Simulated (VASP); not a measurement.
Si2Ni:

```
Ni Si
1.0
     0.00000    2.70300    2.70300
     2.70300    0.00000    2.70300
     2.70300    2.70300    0.00000
Ni Si
1 2
Direct
  0.00000 0.00000 0.00000
  0.75000 0.75000 0.75000
  0.25000 0.25000 0.25000
```

```yaml
Program: VASP 6.6.1
Task: relaxation of cell and atoms
Functional: PBEsol
Dispersion: D4
Potentials_or_basis: VASP PAW PBE potentials, release 64 (Ni, Si)
Cutoff: 600 eV
k_mesh: 9 × 9 × 9
Occupations: fermi-dirac, width 0.05 eV
Spin: collinear spin, ferromagnetic start
Starting_moments: "[1.0, 0.0, 0.0] μB"
```

At the start: pressure -3.6 GPa; volume 13.17 Å³/atom.

Problem. How do energy, volume and symmetry change on relaxing?

Solution. Over 3 steps the energy falls by 3.7 meV/atom and the volume is 12.85 Å³/atom (-2.4 %); space group Fm-3m (No. 225, to 0.05 Å); moment 0.00 μB per cell.

The path:
| step | energy change (eV) | largest force (eV/Å) | pressure (GPa) | volume (Å³) |
| --- | --- | --- | --- | --- |
| 1 | 0.0000 | 0.0000 | -3.57 | 39.50 |
| 2 | -0.0043 | 0.0000 | 3.27 | 37.85 |
| 3 | -0.0110 | 0.0000 | 0.03 | 38.54 |

Final structure:
```yaml
crystal:
  lattice:
    - [0.00000, 2.68102, 2.68102]
    - [2.68102, 0.00000, 2.68102]
    - [2.68102, 2.68102, 0.00000]
  atoms:
    - { symbol: Ni, position: [0.00000, 0.00000, 0.00000] }
    - { symbol: Si, position: [0.75000, 0.75000, 0.75000] }
    - { symbol: Si, position: [0.25000, 0.25000, 0.25000] }
```

Caveat: the PAW data sets were made with another functional, which shifts forces and pressure a little; pairwise dispersion overbinds metals, which lowers pressure and volume.
